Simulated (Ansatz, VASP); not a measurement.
# NaCl: VASP beside Ansatz

POSCAR

```
NaCl
1.0
    3.8922714912      0.0000000000      0.0000000000
   -1.9461357456      3.3708059898      0.0000000000
    0.0000000000      0.0000000000      6.7368163433
Na Cl
2 2
Direct
    0.0000000000      0.0000000000      0.0000000000
    0.0000000000      0.0000000000      0.5000000000
    0.3333333333      0.6666666667      0.2500000000
    0.6666666667      0.3333333333      0.7500000000
```

The input INCAR.step1:

```
SYSTEM = NaCl
PREC     = Accurate       ! precision mode
ENCUT    = 520            ! plane-wave cutoff, eV
ISMEAR   = 0              ! smearing method
SIGMA    = 0.01           ! smearing width, eV
LREAL    = .False.        ! projectors in reciprocal space
LASPH    = .True.         ! aspherical terms in the spheres
NELM     = 60             ! most SCF steps
NBANDS   = 22             ! bands
GGA      = PE             ! functional
ALGO     = Normal         ! electronic algorithm
EDIFF    = 1E-4           ! SCF threshold, eV
LWAVE    = .True.         ! write WAVECAR
LCHARG   = .False.        ! write CHGCAR
```

Contents of INCAR.step2:

```
SYSTEM = NaCl
PREC     = Accurate       ! precision mode
ENCUT    = 520            ! plane-wave cutoff, eV
EDIFF    = 1E-6           ! SCF threshold, eV
ISMEAR   = 0              ! smearing method
SIGMA    = 0.01           ! smearing width, eV
LREAL    = .False.        ! projectors in reciprocal space
LASPH    = .True.         ! aspherical terms in the spheres
NELM     = 60             ! most SCF steps
ALGO     = Normal         ! electronic algorithm
ISIF     = 2              ! what is computed and relaxed
LWAVE    = .False.        ! write WAVECAR
LCHARG   = .False.        ! write CHGCAR
METAGGA  = R2SCAN         ! meta-GGA
LMIXTAU  = .True.       
NBANDS   = 22             ! bands
ISTART   = 1
```

KPOINTS

```
regular mesh
0
Gamma
  12 12 4
  0 0 0
```

Input for Ansatz:

```yaml
crystal:
  lattice:
    - [3.8922714912, 0.0, 0.0]
    - [-1.9461357456, 3.3708059898, 0.0]
    - [0.0, 0.0, 6.7368163433]
  atoms:
    - { symbol: Na, position: [0.0, 0.0, 0.0] }
    - { symbol: Na, position: [0.0, 0.0, 0.5] }
    - { symbol: Cl, position: [0.3333333333, 0.6666666667, 0.25] }
    - { symbol: Cl, position: [0.6666666667, 0.3333333333, 0.75] }
kpoints:
  mp_grid: { grid: [12, 12, 4] }
  band_path:
    path:
      - [0.0, 0.0, 0.0]
      - [0.5, 0.0, 0.0]
      - [0.3333333333, 0.3333333333, 0.0]
      - [0.0, 0.0, 0.5]
      - [0.5, 0.0, 0.5]
      - [0.3333333333, 0.3333333333, 0.5]
    npoints: 1
hamiltonian:
  xc: r2scan
scf:
  occupations: { method: fixed }
  n_extra_bands: 5
output:
  forces: true
  stress: true
  eigenvalues: true
```

Alike in both runs: task single point; functional r2SCAN; k mesh 12 × 12 × 4; no spin polarisation.

```csv
,VASP,Ansatz
version,VASP 6.6.1,Ansatz 0.2.0
potentials or method,"VASP PAW PBE potentials, release 64 (Na_pv, Cl)","plane waves, PAW"
plane-wave cutoff (eV),520,500
occupations,"gaussian, width 0.01 eV",fixed
valence electrons in the cell,28,32
```

Ansatz gave:

- gap on the k mesh at the Fermi level (eV): 5.86
- pressure (GPa): 0.0
- traceless stress, the component that is largest in VASP (GPa): 0.00

Task: Estimate VASP's values.

Result: gap on the k mesh at the Fermi level (eV): 5.89; pressure (GPa): -0.2; traceless stress, the component that is largest in VASP (GPa): -0.07.

VASP's potentials were made for PBE, not for r2SCAN. VASP's potentials hold 28 valence electrons a cell and Ansatz's 32, so a difference there can come from the potentials and not from the codes.
